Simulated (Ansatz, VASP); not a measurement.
# Two plane-wave programs on TaN

The input INCAR:

```
PREC = Accurate ; ENCUT = 700
EDIFF = 1E-6 ; ISMEAR = 0
SIGMA = 0.15 ; LREAL = F
LASPH = T ; NELM = 120
ALGO = Normal ; ISIF = 2
LWAVE = F ; LCHARG = F
GGA = CA ; NBANDS = 16
GGA_COMPAT = F
```

File KPOINTS:

```
Automatic mesh
0
Gamma
  18 18 18
```

Contents of POSCAR:

```
TaN
1.0
    0.0000000000      2.1742693740      2.1742693740
    2.1742693740      0.0000000000      2.1742693740
    2.1742693740      2.1742693740      0.0000000000
Ta N
1 1
Direct
    0.4956387160      0.5043612840      0.5043612840
    0.0563407651     -0.0563407651     -0.0563407651
```

Input for Ansatz:

```yaml
crystal:
  lattice:
    - [0.0, 2.174269374, 2.174269374]
    - [2.174269374, 0.0, 2.174269374]
    - [2.174269374, 2.174269374, 0.0]
  atoms:
    - { symbol: Ta, position: [0.495638716, 0.504361284, 0.504361284] }
    - { symbol: "N", position: [0.0563407651, -0.0563407651, -0.0563407651] }
basis:
  ecutwfc: 520.0
kpoints:
  mp_grid: { grid: [18, 18, 18] }
hamiltonian:
  xc: lda
scf:
  occupations: { method: gaussian, width: 0.15 }
output:
  forces: true
  stress: true
  eigenvalues: true
```

Change from the starting cell: mode 4 frozen in at -0.245 Å and mode 6 at +0.000 Å (largest displacements).

Alike in both runs: task single point; functional LDA; k mesh 18 × 18 × 18; occupations gaussian, width 0.15 eV; no spin polarisation.

|  | VASP | Ansatz |
| --- | --- | --- |
| version | VASP 6.6.1 | Ansatz 0.2.0 |
| potentials or method | VASP PAW LDA potentials, release 64 (Ta_sv_GW, N), cutoff 700 eV | scalar-relativistic, plane waves, PAW |
| valence electrons in the cell | 18 | 18 |

VASP gave:

* gap on the k mesh at the Fermi level (eV): none
* pressure (GPa): 14.8
* traceless stress, the component that is largest in VASP (GPa): 26.31
* rms of the force components (eV/Å): 2.016

Question: What did Ansatz give for the same quantities?

Answer: gap on the k mesh at the Fermi level (eV): none; pressure (GPa): 13.4; traceless stress, the component that is largest in VASP (GPa): 25.82; rms of the force components (eV/Å): 1.969.

LDA's correlation is that of Perdew and Zunger in VASP and of Perdew and Wang (1992) in Ansatz. Atom by atom the forces differ by 0.047 eV/Å (rms over components). A gap of «none» marks a metal or a gap that the smearing closes.

Neither program's run includes spin-orbit coupling.
